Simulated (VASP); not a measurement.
Input of a VASP 6.6.1 run:

Contents of INCAR:

```
ALGO = Normal
EDIFF = 1E-6
ENCUT = 520
GGA = CA
ISIF = 2
ISMEAR = 0
ISPIN = 2
LASPH = T
LCHARG = T
LELF = T
LMAXMIX = 4
LORBIT = 11
LREAL = F
LVHAR = T
LWAVE = F
MAGMOM = 0.5 0
NBANDS = 20
NELM = 150
PREC = Accurate
SIGMA = 0.05
```

Contents of KPOINTS:

```
k-points
0
Gamma
  10 10 10
```

POSCAR

```
MnSe
1.0
    0.0000000000      2.9099991734      2.9099991734
    2.9099991734      0.0000000000      2.9099991734
    2.9099991734      2.9099991734      0.0000000000
Mn Se
1 1
Direct
    0.0000000000      0.0000000000      0.0000000000
    0.7500000000      0.7500000000      0.7500000000
```

Potentials or basis: VASP PAW LDA potentials, release 64 (Mn_pv, Se).

Command:

```console
$ cat potpaw_LDA.64/Mn_pv/POTCAR potpaw_LDA.64/Se/POTCAR > POTCAR
$ mpirun -np 1 vasp_std > vasp.out
```

(1) What does it give for the net moment?

(2) What does it give for the pressure?

Results:

(1) 0.00 μB per cell.

(2) -20.1 GPa.

Caveat: the cell stands under tension.
